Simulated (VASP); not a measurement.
# Ge (Ia-3) in VASP: a series of runs

The runs below take Ge through single point, with LDA.

Everything below comes from runs of VASP 6.6.1. Logs are shortened: lines on timing, memory, paths and dates and some standing lists are left out, and cuts for length are marked.

### Step 1. The cell of the first run

Symmetry: Ia-3, No. 206, cubic system. The conventional cell has a = 6.875 Å, b = 6.875 Å, c = 6.875 Å, α = 90.00°, β = 90.00°, γ = 90.00°. Within 3.2 Å of Ge (site symmetry 3) lie 4 Ge at 2.43 to 2.47 Å.

### Step 2. Single point, LDA

Input file INCAR:

```
ALGO     = Normal         # electronic algorithm
EDIFF    = 1E-6           # SCF threshold, eV
ENCUT    = 520            # plane-wave cutoff, eV
GGA      = CA             # functional
ISIF     = 2              # what is computed and relaxed
ISMEAR   = 0              # smearing method
LASPH    = T              # aspherical terms in the spheres
LCHARG   = F              # write CHGCAR
LREAL    = F              # projectors in reciprocal space
LWAVE    = F              # write WAVECAR
NBANDS   = 66             # bands
NELM     = 100            # most SCF steps
PREC     = Accurate       # precision mode
SIGMA    = 0.1            # smearing width, eV
```

Input file KPOINTS:

```
k-points
0
Gamma
  8 8 8
```

Input file POSCAR:

```
Ge
1.0
   -3.4374563581      3.4374563581      3.4374563581
    3.4374563581     -3.4374563581      3.4374563581
    3.4374563581      3.4374563581     -3.4374563581
Ge
8
Direct
    0.5000000000      0.0000000000      0.7958727303
    0.7958727303      0.5000000000      0.0000000000
    0.0000000000      0.7958727303      0.5000000000
    0.7041272697      0.7041272697      0.7041272697
    0.5000000000      0.0000000000      0.2041272697
    0.2041272697      0.5000000000      0.0000000000
    0.0000000000      0.2041272697      0.5000000000
    0.2958727303      0.2958727303      0.2958727303
```

Potentials or basis: VASP PAW LDA potentials, release 64 (Ge_d).

Started as:

```console
$ cat potpaw_LDA.64/Ge_d/POTCAR > POTCAR
$ mpirun -np 1 vasp_std > vasp.out
```

OUTCAR:

```text
EDIFF = 1E-6
   ENCUT = 520
   GGA = CA
   ISIF = 2
   ISMEAR = 0
   LASPH = T
   LREAL = F
   NELM = 100
   PREC = Accurate

 ion  position               nearest neighbor table
   1  0.500  0.000  0.796-   5 2.43   4 2.47   2 2.47   3 2.47
   2  0.796  0.500  0.000-   6 2.43   4 2.47   3 2.47   1 2.47
   3  0.000  0.796  0.500-   7 2.43   4 2.47   1 2.47   2 2.47
   4  0.704  0.704  0.704-   8 2.43   2 2.47   3 2.47   1 2.47
   5  0.500  0.000  0.204-   1 2.43   7 2.47   8 2.47   6 2.47
   6  0.204  0.500  0.000-   2 2.43   5 2.47   8 2.47   7 2.47
   7  0.000  0.204  0.500-   3 2.43   6 2.47   8 2.47   5 2.47
   8  0.296  0.296  0.296-   4 2.43   5 2.47   6 2.47   7 2.47

  LATTYP: Found a body centered cubic cell.
 ALAT       =     6.8749127162

  Lattice vectors:

 A1 = (  -3.4374563581,   3.4374563581,   3.4374563581)
 A2 = (   3.4374563581,  -3.4374563581,   3.4374563581)
 A3 = (   3.4374563581,   3.4374563581,  -3.4374563581)

Analysis of symmetry for initial positions (statically):
=====================================================================
 Subroutine PRICEL returns:
 Original cell was already a primitive cell.

 Routine SETGRP: Setting up the symmetry group for a
 body centered cubic supercell.

 Subroutine GETGRP returns: Found 24 space group operations
 (whereof  6 operations were pure point group operations)
 out of a pool of 48 trial point group operations.

The static configuration has the point symmetry S_6 .
 The point group associated with its full space group is T_h .

Analysis of symmetry for dynamics (positions and initial velocities):
=====================================================================
 Subroutine PRICEL returns:
 Original cell was already a primitive cell.

 Routine SETGRP: Setting up the symmetry group for a
 body centered cubic supercell.

 Subroutine GETGRP returns: Found 24 space group operations
 (whereof  6 operations were pure point group operations)
 out of a pool of 48 trial point group operations.

The dynamic configuration has the point symmetry S_6 .
 The point group associated with its full space group is T_h .

 Subroutine INISYM returns: Found 24 space group operations
 (whereof  6 operations are pure point group operations),
 and found     1 'primitive' translations

----------------------------------------------------------------------------------------

                                     Primitive cell

  volume of cell :     162.4694

  direct lattice vectors                    reciprocal lattice vectors
    -3.437456358  3.437456358  3.437456358     0.000000000  0.145456392  0.145456392
     3.437456358 -3.437456358  3.437456358     0.145456392  0.000000000  0.145456392
     3.437456358  3.437456358 -3.437456358     0.145456392  0.145456392  0.000000000

  length of vectors
     5.953849061  5.953849061  5.953849061     0.205706403  0.205706403  0.205706403

  position of ions in fractional coordinates (direct lattice)
     0.500000000  0.000000000  0.795872730
     0.795872730  0.500000000  0.000000000
     0.000000000  0.795872730  0.500000000
     0.704127270  0.704127270  0.704127270
     0.500000000  0.000000000  0.204127270
     0.204127270  0.500000000  0.000000000
     0.000000000  0.204127270  0.500000000
     0.295872730  0.295872730  0.295872730

  ion indices of the primitive-cell ions
   primitive index   ion index
                 1           1
                 2           2
                 3           3
                 4           4
                 5           5
                 6           6
                 7           7
                 8           8

----------------------------------------------------------------------------------------

 KPOINTS: k-points

Automatic generation of k-mesh.
 Grid dimensions read from file:
 generate k-points for:    8    8    8

 Generating k-lattice:

  Cartesian coordinates                     Fractional coordinates (reciprocal lattice)
     0.000000000  0.018182049  0.018182049     0.125000000  0.000000000  0.000000000
     0.018182049  0.000000000  0.018182049     0.000000000  0.125000000  0.000000000
     0.018182049  0.018182049  0.000000000     0.000000000  0.000000000  0.125000000

  Length of vectors
     0.025713300  0.025713300  0.025713300

  Shift w.r.t. Gamma in fractional coordinates (k-lattice)
     0.000000000  0.000000000  0.000000000

 Subroutine IBZKPT returns following result:
 ===========================================

 Found     35 irreducible k-points:

 Following reciprocal coordinates:
            Coordinates               Weight
  0.000000  0.000000  0.000000      1.000000
  0.125000  0.000000  0.000000     12.000000
  0.250000  0.000000  0.000000     12.000000
  0.375000  0.000000  0.000000     12.000000
  0.500000  0.000000  0.000000      6.000000
  0.125000  0.125000  0.000000     24.000000
[... 16 lines left out ...]
  0.500000  0.500000  0.125000     12.000000
 -0.375000  0.500000  0.125000     24.000000
 [... further k-points ...]
   k-points           NKPTS =     35   k-points in BZ     NKDIM =     35   number of bands    NBANDS=     66
   number of dos      NEDOS =    301   number of ions     NIONS =      8
   total plane-waves  NPLWV = 110592
   dimension x,y,z NGX =    48 NGY =   48 NGZ =   48
   dimension x,y,z NGXF=    96 NGYF=   96 NGZF=   96
   ions per type =               8
   NGX,Y,Z   is equivalent  to a cutoff of  13.40, 13.40, 13.40 a.u.
   NGXF,Y,Z  is equivalent  to a cutoff of  26.81, 26.81, 26.81 a.u.
 SYSTEM =  unknown system
   PREC   = accura    normal or accurate (medium, high low for compatibility)
   ISTART =      0    job   : 0-new  1-cont  2-samecut
   ICHARG =      2    charge: 1-file 2-atom 10-const
   ISPIN  =      1    spin polarized calculation?
   LNONCOLLINEAR =      F non collinear calculations
   LSORBIT =      F    spin-orbit coupling
   LASPH  =      T    aspherical Exc in radial PAW
   ENCUT  =  520.0 eV  38.22 Ry    6.18 a.u.  11.07 11.07 11.07*2*pi/ulx,y,z
   NELM   =    100;   NELMIN=  2; NELMDL= -5     # of ELM steps
   EDIFF  = 0.1E-05   stopping-criterion for ELM
   LREAL  =      F    real-space projection
   EDIFFG = 0.1E-04   stopping-criterion for IOM
   NSW    =      0    number of steps for IOM
   IBRION =     -1    ionic relax: 0-MD 1-quasi-New 2-CG
   NFREE  =      0    steps in history (QN), initial steepest desc. (CG)
   ISIF   =      2    stress and relaxation
   ISYM   =      2    0-nonsym 1-usesym 2-fastsym
   POTIM  = 0.5000    time-step for ionic-motion
   TEBEG  =    0.0;   TEEND  =   0.0 temperature during run
   PSTRESS=    0.0 pullay stress
   NELECT =     112.0000    total number of electrons
   NUPDOWN=      -1.0000    fix difference up-down
   EMIN   =  10.00;   EMAX   =-10.00  energy-range for DOS
   EFERMI =   0.00;   METHOD = LEGACY
   ISMEAR =     0;   SIGMA  =   0.10  broadening in eV -4-tet -1-fermi 0-gaus
   EFERMI_NEDOS =   21; number of points for ismear=-14 and -15
   IALGO  =     38    algorithm
   IMIX   =      4    mixing-type and parameters
     AMIX     =   0.40;   BMIX     =  1.00
     AMIX_MAG =   1.60;   BMIX_MAG =  1.00
  volume/ion in A,a.u.               =      20.31       137.05
  Fermi-wavevector in a.u.,A,eV,Ry     =   1.446184  2.732892 28.455892  2.091449
  Thomas-Fermi vector in A             =   2.564282
   LORBIT       =      0    0 simple, 1 ext, 2 COOP (PROOUT), +10 PAW based schemes
   GGA     = CA    functional components
   LHFCALC =     F    Hartree Fock is set to
   AEXX    =    0.0000 exact exchange contribution
   IVDW    =     0    specifies the selected vdW correction
   LEPSILON=     F    determine dielectric tensor
   LRPA    =     F    only Hartree local field effects (RPA)
 non-spin polarized calculation
 Gauss-broadening in eV      SIGMA  =   0.10
  energy-cutoff  :      520.00
  volume of cell :      162.47
 maximum number of plane-waves:      4412
 NGX is ok and might be reduce to    48
   NGX = 23   NGY = 23   NGZ = 23

 number of electron     112.0000010 magnetization

 Free energy of the ion-electron system (eV)
  ---------------------------------------------------
  ext. energy  EPLUGINS =         0.00000000
  ---------------------------------------------------
  free energy    TOTEN  =       -40.62930504 eV

  energy without entropy =      -40.62371346  energy(sigma->0) =      -40.62650925

 E-fermi :   5.7254     XC(G=0): -10.9683

 val. band max:        5.6861847665   @ k =  -0.3750  -0.3750   0.1250
 cond. band min:       5.7307933384   @ k =   0.1250  -0.1250   0.3750
 fundamental gap:      0.0446085719
 Fermi energy:         5.7254086003

 k-point     1 :       0.0000    0.0000    0.0000
  band No.  band energies     occupation
      1     -19.3140      2.00000
      2     -19.3072      2.00000
      3     -19.3072      2.00000
      4     -19.3072      2.00000
      5     -19.2965      2.00000
      6     -19.2965      2.00000
[... 58 lines left out ...]
     65      10.6603      0.00000
     66      12.5250      0.00000

 k-point     2 :       0.1250    0.0000    0.0000
  band No.  band energies     occupation
      1     -19.3144      2.00000
      2     -19.3112      2.00000
      3     -19.3075      2.00000
      4     -19.3056      2.00000
      5     -19.2927      2.00000
      6     -19.2926      2.00000
[... 58 lines left out ...]
     65      10.9803      0.00000
     66      11.7816      0.00000

 k-point     3 :       0.2500    0.0000    0.0000
  band No.  band energies     occupation
      1     -19.3156      2.00000
      2     -19.3156      2.00000
      3     -19.3058      2.00000
      4     -19.3022      2.00000
      5     -19.2914      2.00000
      6     -19.2874      2.00000
[... 1438 lines left out ...]
     65      10.1757      0.00000
     66      10.2187      0.00000

 k-point    24 :      -0.3750    0.5000    0.1250
  band No.  band energies     occupation
      1     -19.3190      2.00000
      2     -19.3172      2.00000
      3     -19.3125      2.00000
      4     -19.2833      2.00000
      5     -19.2794      2.00000
      6     -19.2735      2.00000
[... 58 lines left out ...]
     65      10.2804      0.00000
     66      10.3589      0.00000

 [... further k-points ...]
[... 5 lines left out ...]
  --------------------------------------------------------------------------------------
  -------------------------------------------------------------------------------------
  Total        0.1488572      0.1488572      0.1488572      0.0000000      0.0000000     -0.0000000
  in kB        1.4679414      1.4679414      1.4679414      0.0000000      0.0000000     -0.0000000
  external PRESSURE =       1.4679414 kB  Pullay stress =       0.0000000 kB

 VOLUME and BASIS-vectors are now :
 -----------------------------------------------------------------------------
  energy-cutoff  :      520.00
  volume of cell :      162.47
      direct lattice vectors                 reciprocal lattice vectors
    -3.437456358  3.437456358  3.437456358     0.000000000  0.145456392  0.145456392
     3.437456358 -3.437456358  3.437456358     0.145456392  0.000000000  0.145456392
     3.437456358  3.437456358 -3.437456358     0.145456392  0.145456392  0.000000000

 POSITION                                       TOTAL-FORCE (eV/Angst)
 -----------------------------------------------------------------------------------
      1.01705      4.45451     -1.01705        -0.009344     -0.009344      0.009344
     -1.01705      1.01705      4.45451         0.009344     -0.009344     -0.009344
      4.45451     -1.01705      1.01705        -0.009344      0.009344     -0.009344
      2.42041      2.42041      2.42041         0.009344      0.009344      0.009344
     -1.01705      2.42041      1.01705         0.009344      0.009344     -0.009344
      1.01705     -1.01705      2.42041        -0.009344      0.009344      0.009344
      2.42041      1.01705     -1.01705         0.009344     -0.009344      0.009344
      1.01705      1.01705      1.01705        -0.009344     -0.009344     -0.009344
 -----------------------------------------------------------------------------------
    total drift:                                0.000000      0.000000      0.000000

  FREE ENERGIE OF THE ION-ELECTRON SYSTEM (eV)
  ---------------------------------------------------
  free  energy   TOTEN  =       -40.6293050372 eV

  energy  without entropy=      -40.6237134597  energy(sigma->0) =      -40.62650925
```

Wall time 7.4 min (1 thread of Intel Xeon 8259CL, shared host); peak memory 0.41 GiB.

What came out:

- Free energy: -40.6293 eV
- Pressure: 0.1 GPa
- Largest force: 0.016 eV/Å
- Band gap on the k mesh: zero (bands 56 and 57 overlap by 0.72 eV)

Forces on the atoms (eV/Å):
```
Ge  -0.009 -0.009  0.009
Ge   0.009 -0.009 -0.009
Ge  -0.009  0.009 -0.009
Ge   0.009  0.009  0.009
Ge   0.009  0.009 -0.009
Ge  -0.009  0.009  0.009
Ge   0.009 -0.009  0.009
Ge  -0.009 -0.009 -0.009
```

Caveat: semilocal functionals underestimate gaps, so a narrow gap can read as zero.

### Step 3. Single point, LDA

Input file INCAR:

```
  PREC = Accurate
  ENCUT = 520
  EDIFF = 1E-6
  ISMEAR = 0
  SIGMA = 0.15
  LREAL = F
  LASPH = T
  NELM = 100
  ALGO = Normal
  ISIF = 2
  LWAVE = F
  LCHARG = F
  GGA = CA
  NBANDS = 66
```

Input file KPOINTS:

```
regular mesh
0
Gamma
  8 8 8
```

POSCAR is that of step 2.

Potentials or basis: VASP PAW LDA potentials, release 64 (Ge_d).

Started as:

```console
$ cat potpaw_LDA.64/Ge_d/POTCAR > POTCAR
$ mpirun -np 1 vasp_std > vasp.out
```

Run time: 6.3 min. Hardware: 1 thread of Intel Xeon 8259CL, shared host; peak memory 0.4 GiB.

Results (log left out):

| Item | Value |
| --- | --- |
| Free energy | -40.6331 eV |
| Pressure | 0.1 GPa |
| Largest force | 0.016 eV/Å |
| Band gap on the k mesh | zero (bands 56 and 57 overlap by 0.72 eV) |

Forces on the atoms (eV/Å):
```
Ge  -0.009 -0.009  0.009
Ge   0.009 -0.009 -0.009
Ge  -0.009  0.009 -0.009
Ge   0.009  0.009  0.009
Ge   0.009  0.009 -0.009
Ge  -0.009  0.009  0.009
Ge   0.009 -0.009  0.009
Ge  -0.009 -0.009 -0.009
```

Levels at points of the mesh, in eV from the Fermi level:
```tsv
k point	band 52	band 53	band 54	band 55	band 56	band 57	band 58	band 59	band 60	band 61
(0.00, 0.00, 0.00)	-3.78	-3.78	-1.39	-1.39	-0.85	1.64	1.64	1.64	3.94	3.94
(0.50, 0.00, 0.00)	-2.60	-2.01	-2.01	-1.17	-1.17	0.38	0.38	1.83	1.83	2.40
(0.50, 0.50, 0.50)	-2.51	-2.51	-1.59	0.44	0.44	0.44	1.49	2.46	2.88	2.88
```

Caveat: semilocal functionals underestimate gaps, so a narrow gap can read as zero.
